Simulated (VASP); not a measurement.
Here is a VASP 6.6.1 calculation.

File INCAR:

```
SYSTEM = Hg
PREC = Accurate
ENCUT = 520
EDIFF = 1E-7
ISMEAR = -1
SIGMA = 0.05
LREAL = .FALSE.
LASPH = .TRUE.
NELM = 80
ALGO = Normal
ISIF = 2
LWAVE = .FALSE.
LCHARG = .FALSE.
GGA = PE
NBANDS = 19
```

File KPOINTS:

```
Automatic mesh
0
G
  14 14 8
  0 0 0
```

POSCAR

```
Hg
1.0
    2.6974430330      0.0000000000      0.0000000000
   -1.3487215165      2.3360541919      0.0000000000
    0.0000000000      0.0000000000      4.4689626135
Hg
2
Direct
    0.3333333333      0.6666666667      0.2500000000
    0.6666666667      0.3333333333      0.7500000000
```

Potentials or basis: VASP PAW PBE potentials, release 64 (Hg).

Run with:

```console
$ cat potpaw_PBE.64/Hg/POTCAR > POTCAR
$ mpirun -np 1 vasp_std > vasp.out
```

**Question.** Estimate the pressure.

**Answer.** 127.5 GPa.

**Question.** Estimate the band gap on the k mesh.

**Answer.** Zero (band 12 reaches 10.30 eV, above the bottom of band 13 at 8.49 eV).

Stress tensor (GPa, compression positive):
```
127.69   0.00   0.00
  0.00 127.69   0.00
  0.00   0.00 127.24
```

Caveat: spin-orbit coupling is left out, which moves the levels of the heavy elements.
